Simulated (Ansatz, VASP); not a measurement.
## Two plane-wave programs on C

```
CELL_PARAMETERS angstrom
2.51602 0.00000 0.00000
-1.25801 2.12933 0.00000
0.00000 0.00000 7.24581
ATOMIC_POSITIONS crystal
C 0.88450 0.00000 0.00250
C 0.11550 0.00000 0.50250
C 0.21783 0.66667 0.00250
C 0.78217 0.33333 0.50250
```

Change from the starting cell: mode 4 frozen in at -0.284 Å, normal strain along x +0.0233.

Alike in both runs: task single point; functional PBEsol; k mesh 18 × 18 × 6; occupations gaussian, width 0.15 eV; no spin polarisation.

```csv
,VASP,Ansatz
version,VASP 6.6.1,Ansatz 0.2.0
potentials or method,"VASP PAW PBE potentials, release 64 (C), cutoff 520 eV","scalar-relativistic, plane waves, PAW"
valence electrons in the cell,16,16
```

|  | VASP | Ansatz | Ansatz less VASP |
| --- | --- | --- | --- |
| gap on the k mesh at the Fermi level (eV) | 0.17 | 0.17 | 0.000 |
| least direct gap on the mesh (eV) | 0.17 | 0.17 | 0.000 |
| pressure (GPa) | -7.7 | -8.4 | -0.64 |
| traceless stress, the component that is largest in VASP (GPa) | -13.13 | -13.45 | -0.323 |
| rms of the force components (eV/Å) | 0.134 | 0.130 | -0.0036 |

VASP's potentials were made for PBE, not for PBEsol, and Ansatz warns of the same on its side. Atom by atom the forces differ by 0.004 eV/Å (rms over components).
